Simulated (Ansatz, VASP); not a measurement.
**Two plane-wave programs on ZnS**

The input INCAR:

```
SYSTEM = ZnS
PREC = Accurate ; ENCUT = 520
EDIFF = 1E-7 ; ISMEAR = 0
SIGMA = 0.05 ; LREAL = .FALSE.
LASPH = .TRUE. ; NELM = 80
ALGO = Normal ; ISIF = 2
LWAVE = .FALSE. ; LCHARG = .FALSE.
GGA = PE ; NBANDS = 16
```

KPOINTS

```
regular mesh
0
G
  10 10 10
  0 0 0
```

Contents of POSCAR:

```
ZnS
1.0
    0.0000000000      2.8128360000      2.4882780000
    2.8128360000      0.0000000000      2.4882780000
    2.8128360000      2.8128360000      0.0000000000
Zn S
1 1
Direct
    0.0000000000      0.0000000000      0.0000000000
    0.7500000000      0.7500000000      0.7500000000
```

Input for Ansatz:

```yaml
crystal:
  lattice:
    - [0.0, 2.812836, 2.488278]
    - [2.812836, 0.0, 2.488278]
    - [2.812836, 2.812836, 0.0]
  atoms:
    - { symbol: Zn, position: [0.0, 0.0, 0.0] }
    - { symbol: S, position: [0.75, 0.75, 0.75] }
basis:
  ecutwfc: 420
kpoints:
  mp_grid: { grid: [10, 10, 10] }
hamiltonian:
  xc: pbe
scf:
  occupations: { method: gaussian, width: 0.05 }
output:
  forces: true
  stress: true
  eigenvalues: true
  write_density: true
  write_potential: true
  elf: true
  volumetric_format: npy
```

Change from the starting cell: strain +0.040 along x and y, -0.080 along z, atoms carried along.

Alike in both runs: task single point; functional PBE; k mesh 10 × 10 × 10; occupations gaussian, width 0.05 eV; no spin polarisation.

```csv
,VASP,Ansatz
version,VASP 6.6.1,Ansatz 0.2.0
potentials or method,"VASP PAW PBE potentials, release 64 (Zn, S), cutoff 520 eV","scalar-relativistic, plane waves, PAW"
valence electrons in the cell,18,18
```

VASP gave:

- gap on the k mesh at the Fermi level (eV): 1.86
- least direct gap on the mesh (eV): 1.86
- pressure (GPa): 1.5
- traceless stress, the component that is largest in VASP (GPa): 2.58

Question: Which values does Ansatz return?

Answer: gap on the k mesh at the Fermi level (eV): 1.86; least direct gap on the mesh (eV): 1.86; pressure (GPa): 1.4; traceless stress, the component that is largest in VASP (GPa): 2.60.
